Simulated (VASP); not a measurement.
# Ge (P6_3/mmc) in VASP: single point with LDA

Aim: the single point of Ge with LDA.

Everything below comes from runs of VASP 6.6.1. Logs are shortened: lines on timing, memory, paths and dates and some standing lists are left out, and cuts for length are marked.

## Step 1: The cell of the first run

It takes space group P6_3/mmc (No. 194, hexagonal). Conventional cell: a = 3.998 Å, b = 3.998 Å, c = 6.599 Å, α = 90.00°, β = 90.00°, γ = 120.00°. Ge (site symmetry 3m) has 4 Ge at 2.45 to 2.47 Å within 3.2 Å.

## Step 2: Single point, LDA

Contents of INCAR:

```
  PREC = Accurate
  ENCUT = 520
  EDIFF = 1E-7
  ISMEAR = 1
  SIGMA = 0.0389
  LREAL = False
  LASPH = True
  NELM = 60
  ALGO = Normal
  ISIF = 2
  LWAVE = False
  LCHARG = True
  GGA = CA
  LELF = True
  LVHAR = True
  NBANDS = 36
```

Contents of KPOINTS:

```
Automatic mesh
0
Gamma
  6 6 3
```

Contents of POSCAR:

```
Ge
1.0
    3.9975860000      0.0000000000      0.0000000000
   -1.9987930000      3.4620110000      0.0000000000
    0.0000000000      0.0000000000      6.5993780000
Ge
4
Direct
    0.6666666667      0.3333333333      0.0629010000
    0.3333333333      0.6666666667      0.5629010000
    0.6666666667      0.3333333333      0.4370990000
    0.3333333333      0.6666666667      0.9370990000
```

Potentials or basis: VASP PAW LDA potentials, release 64 (Ge_d).

The run is started by

```
cat potpaw_LDA.64/Ge_d/POTCAR > POTCAR
mpirun -np 1 vasp_std > vasp.out
```

OUTCAR:

```text
PREC = Accurate
   ENCUT = 520
   EDIFF = 1E-7
   ISMEAR = 1
   LREAL = False
   LASPH = True
   NELM = 60
   ISIF = 2
   GGA = CA

 ion  position               nearest neighbor table
   1  0.667  0.333  0.063-   4 2.45   4 2.45   4 2.45   3 2.47
   2  0.333  0.667  0.563-   3 2.45   3 2.45   3 2.45   4 2.47
   3  0.667  0.333  0.437-   2 2.45   2 2.45   2 2.45   1 2.47
   4  0.333  0.667  0.937-   1 2.45   1 2.45   1 2.45   2 2.47

  LATTYP: Found a hexagonal cell.
 ALAT       =     3.9975860000
 C/A-ratio  =     1.6508407824

  Lattice vectors:

 A1 = (   3.9975860000,   0.0000000000,   0.0000000000)
 A2 = (  -1.9987930000,   3.4620110000,   0.0000000000)
 A3 = (   0.0000000000,   0.0000000000,   6.5993780000)

Analysis of symmetry for initial positions (statically):
=====================================================================
 Subroutine PRICEL returns:
 Original cell was already a primitive cell.

 Routine SETGRP: Setting up the symmetry group for a
 hexagonal supercell.

 Subroutine GETGRP returns: Found 24 space group operations
 (whereof 12 operations were pure point group operations)
 out of a pool of 24 trial point group operations.

The static configuration has the point symmetry D_3d.
 The point group associated with its full space group is D_6h.

Analysis of symmetry for dynamics (positions and initial velocities):
=====================================================================
 Subroutine PRICEL returns:
 Original cell was already a primitive cell.

 Routine SETGRP: Setting up the symmetry group for a
 hexagonal supercell.

 Subroutine GETGRP returns: Found 24 space group operations
 (whereof 12 operations were pure point group operations)
 out of a pool of 24 trial point group operations.

The dynamic configuration has the point symmetry D_3d.
 The point group associated with its full space group is D_6h.

 Subroutine INISYM returns: Found 24 space group operations
 (whereof 12 operations are pure point group operations),
 and found     1 'primitive' translations

----------------------------------------------------------------------------------------

                                     Primitive cell

  volume of cell :      91.3333

  direct lattice vectors                    reciprocal lattice vectors
     3.997586000  0.000000000  0.000000000     0.250150966  0.144424729  0.000000000
[... 78 lines left out ...]
   NELM   =     60;   NELMIN=  2; NELMDL= -5     # of ELM steps
   EDIFF  = 0.1E-06   stopping-criterion for ELM
   LREAL  =      F    real-space projection
   EDIFFG = 0.1E-05   stopping-criterion for IOM
   NSW    =      0    number of steps for IOM
   IBRION =     -1    ionic relax: 0-MD 1-quasi-New 2-CG
   NFREE  =      0    steps in history (QN), initial steepest desc. (CG)
   ISIF   =      2    stress and relaxation
   ISYM   =      2    0-nonsym 1-usesym 2-fastsym
   POTIM  = 0.5000    time-step for ionic-motion
   TEBEG  =    0.0;   TEEND  =   0.0 temperature during run
   PSTRESS=    0.0 pullay stress
   NELECT =      56.0000    total number of electrons
   NUPDOWN=      -1.0000    fix difference up-down
   EMIN   =  10.00;   EMAX   =-10.00  energy-range for DOS
   EFERMI =   0.00;   METHOD = LEGACY
   ISMEAR =     1;   SIGMA  =   0.04  broadening in eV -4-tet -1-fermi 0-gaus
   EFERMI_NEDOS =   21; number of points for ismear=-14 and -15
   IALGO  =     38    algorithm
   IMIX   =      4    mixing-type and parameters
     AMIX     =   0.40;   BMIX     =  1.00
     AMIX_MAG =   1.60;   BMIX_MAG =  1.00
  volume/ion in A,a.u.               =      22.83       154.09
  Fermi-wavevector in a.u.,A,eV,Ry     =   1.390788  2.628209 26.317649  1.934293
  Thomas-Fermi vector in A             =   2.514690
   LORBIT       =      0    0 simple, 1 ext, 2 COOP (PROOUT), +10 PAW based schemes
   GGA     = CA    functional components
   LHFCALC =     F    Hartree Fock is set to
   AEXX    =    0.0000 exact exchange contribution
   IVDW    =     0    specifies the selected vdW correction
   LEPSILON=     F    determine dielectric tensor
   LRPA    =     F    only Hartree local field effects (RPA)
 non-spin polarized calculation
 Methfessel and Paxton  Order N= 1 SIGMA  =   0.04
  energy-cutoff  :      520.00
  volume of cell :       91.33
 maximum number of plane-waves:      2491
 NGX is ok and might be reduce to    30
   NGX = 15   NGY = 15   NGZ = 25

 number of electron      56.0000053 magnetization

 Free energy of the ion-electron system (eV)
  ---------------------------------------------------
  ext. energy  EPLUGINS =         0.00000000
  ---------------------------------------------------
  free energy    TOTEN  =       -20.65025906 eV

  energy without entropy =      -20.65032858  energy(sigma->0) =      -20.65028224

 E-fermi :   4.5650     XC(G=0): -10.2414

 val. band max:        4.5399378467   @ k =   0.0000   0.0000   0.0000
 cond. band min:       4.8136281875   @ k =   0.0000   0.0000   0.0000
 fundamental gap:      0.2736903408
 Fermi energy:         4.5650205048

 k-point     1 :       0.0000    0.0000    0.0000
  band No.  band energies     occupation
      1     -20.3154      2.00000
      2     -20.3154      2.00000
      3     -20.2775      2.00000
      4     -20.2775      2.00000
      5     -20.2769      2.00000
      6     -20.2638      2.00000
[... 535 lines left out ...]
     35      11.4125      0.00000
     36      11.4125      0.00000

------------------------ aborting loop because EDIFF is reached ----------------------------------------

  FORCE on cell =-STRESS in cart. coord.  units (eV):
  Direction    XX          YY          ZZ          XY          YZ          ZX
  --------------------------------------------------------------------------------------
  -------------------------------------------------------------------------------------
  Total       -0.8487990     -0.8487989     -1.1284235      0.0000000      0.0000000      0.0000000
  in kB      -14.8897072    -14.8897070    -19.7949058      0.0000000      0.0000000      0.0000000
  external PRESSURE =     -16.5247733 kB  Pullay stress =       0.0000000 kB

 VOLUME and BASIS-vectors are now :
 -----------------------------------------------------------------------------
  energy-cutoff  :      520.00
  volume of cell :       91.33
      direct lattice vectors                 reciprocal lattice vectors
     3.997586000  0.000000000  0.000000000     0.250150966  0.144424729  0.000000000
    -1.998793000  3.462011000  0.000000000     0.000000000  0.288849458  0.000000000
     0.000000000  0.000000000  6.599378000     0.000000000  0.000000000  0.151529432

 POSITION                                       TOTAL-FORCE (eV/Angst)
 -----------------------------------------------------------------------------------
      1.99879      1.15400      0.41511         0.000000     -0.000000      0.016795
     -0.00000      2.30801      3.71480        -0.000000      0.000000      0.016795
      1.99879      1.15400      2.88458         0.000000     -0.000000     -0.016795
     -0.00000      2.30801      6.18427        -0.000000      0.000000     -0.016795
 -----------------------------------------------------------------------------------
    total drift:                                0.000000     -0.000000      0.000000

  FREE ENERGIE OF THE ION-ELECTRON SYSTEM (eV)
  ---------------------------------------------------
  free  energy   TOTEN  =       -20.6502590646 eV

  energy  without entropy=      -20.6503285762  energy(sigma->0) =      -20.65028224
```

OSZICAR:

```text
N       E                     dE             d eps       ncg     rms          rms(c)
DAV:   1     0.514932775587E+03    0.51493E+03   -0.28381E+04  1136   0.422E+03
DAV:   2     0.669543409167E+02   -0.44798E+03   -0.43572E+03  1008   0.837E+02
DAV:   3    -0.161431902756E+02   -0.83098E+02   -0.82181E+02  1072   0.208E+02
DAV:   4    -0.209008014244E+02   -0.47576E+01   -0.47362E+01  1196   0.571E+01
DAV:   5    -0.209978890682E+02   -0.97088E-01   -0.97042E-01  1160   0.912E+00    0.462E+00
DAV:   6    -0.207669145706E+02    0.23097E+00   -0.10500E-01  1128   0.217E+00    0.264E+00
DAV:   7    -0.206485202800E+02    0.11839E+00   -0.17124E-01  1080   0.227E+00    0.192E-01
DAV:   8    -0.206500988295E+02   -0.15785E-02   -0.12929E-02  1164   0.936E-01    0.957E-02
DAV:   9    -0.206502677665E+02   -0.16894E-03   -0.25543E-04  1172   0.103E-01    0.210E-02
DAV:  10    -0.206502588463E+02    0.89202E-05   -0.26711E-05  1352   0.709E-02    0.114E-02
DAV:  11    -0.206502592214E+02   -0.37509E-06   -0.30212E-06  1168   0.158E-02    0.216E-03
DAV:  12    -0.206502590650E+02    0.15647E-06   -0.66141E-07   992   0.641E-03    0.638E-04
DAV:  13    -0.206502590646E+02    0.33833E-09   -0.39557E-08   644   0.148E-03
   1 F= -.20650259E+02 E0= -.20650282E+02  d E =0.695116E-04
```

stdout:

```text
POSCAR found type information on POSCAR Ge
 POSCAR found :  1 types and       4 ions
 scaLAPACK will be used
 LDA part: xc-table for (Slater(with rela. corr.)+CA(PZ))
 , standard interpolation
 POSCAR, INCAR and KPOINTS ok, starting setup
 FFT: planning ... GRIDC
 FFT: planning ... GRID_SOFT
 FFT: planning ... GRID
 WAVECAR not read
 entering main loop
```

Run time: 18 s. Hardware: 1 thread of Intel Xeon 6975P-C (Granite Rapids), shared host; peak memory 0.16 GiB.

Results:

| Item | Value |
| --- | --- |
| Free energy | -20.6503 eV |
| Pressure | -1.7 GPa |
| Largest force | 0.017 eV/Å |
| Band gap on the k mesh | 0.27 eV, direct |

Forces in eV/Å, atoms in the order of the input:
```
Ge   0.000  0.000  0.017
Ge   0.000  0.000  0.017
Ge   0.000  0.000 -0.017
Ge   0.000  0.000 -0.017
```

Levels at points of the mesh, in eV from the valence-band top:
```csv
k point,band 26,band 27,band 28,band 29,band 30,band 31
"(0.00, 0.00, 0.00)",-0.03,-0.02,0.00,0.27,0.27,2.40
"(0.50, 0.00, 0.00)",-2.91,-2.67,-1.29,0.61,1.71,3.64
```

A k mesh can miss the band edges.
